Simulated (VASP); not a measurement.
Set up this calculation in VASP 6.6.1, as the native input.

```
Task                   : single point
Functional             : PBE
Dispersion             : D3(BJ)
Potentials or basis    : VASP PAW PBE potentials, release 64 (C_h, O_h)
Cutoff                 : 1000 eV
k mesh                 : 12 × 12 × 1
Occupations            : gaussian, width 0.1 eV
Spin                   : no spin polarisation
Dipole correction      : yes
Further INCAR settings : ALGO = Normal; EDIFF = 1e-06; NBANDS = 27; NELMDL = -8
```

The structure of C7O lies in POSCAR:

```
C7O
1.0
    2.4649634470      0.0000000000      0.0000000000
   -1.2324817235      2.1347209645      0.0000000000
    0.0000000000      0.0000000000     26.8905390229
C O
7 1
Direct
    0.0000000000      0.0000000000      0.3160963099
    0.3333333333      0.6666666667      0.3160963041
    0.0000000000      0.0000000000      0.4411168607
    0.6666666667      0.3333333333      0.4411202422
    0.0000000000      0.0000000000      0.5670040988
    0.3333333333      0.6666666667      0.5669768560
    0.0000000000      0.0000000000      0.6938420695
    0.0000000000      0.0000000000      0.7360207313
```

These files were run (other wordings do the same):

INCAR

```
PREC = Accurate ; ENCUT = 1000
EDIFF = 1E-6 ; ISMEAR = 0
SIGMA = 0.1 ; LREAL = False
LASPH = True ; NELM = 120
ALGO = Normal ; ISIF = 2
LWAVE = False ; LCHARG = False
LDIPOL = True ; IDIPOL = 3
DIPOL = 0.5 0.5 0.510 ; GGA = PE
IVDW = 12 ; NBANDS = 27
GGA_COMPAT = False ; NELMDL = -8
```

KPOINTS

```
regular mesh
0
Gamma
  12 12 1
```

Potentials or basis: VASP PAW PBE potentials, release 64 (C_h, O_h).

Command:

```console
$ cat potpaw_PBE.64/C_h/POTCAR potpaw_PBE.64/O_h/POTCAR > POTCAR
$ mpirun -np 1 vasp_std > vasp.out
```

It gave:

* Largest force: 0.029 eV/Å
* Band gap on the k mesh: zero (bands 17 and 18 overlap by 0.08 eV)
* Dispersion energy per atom: -0.133 eV

Run time: 13 min on 1 thread of Intel(R) Xeon(R) Platinum 8259CL CPU @ 2.50GHz (Skylake/Cascade Lake) (shared host), peak memory 0.56 GiB.
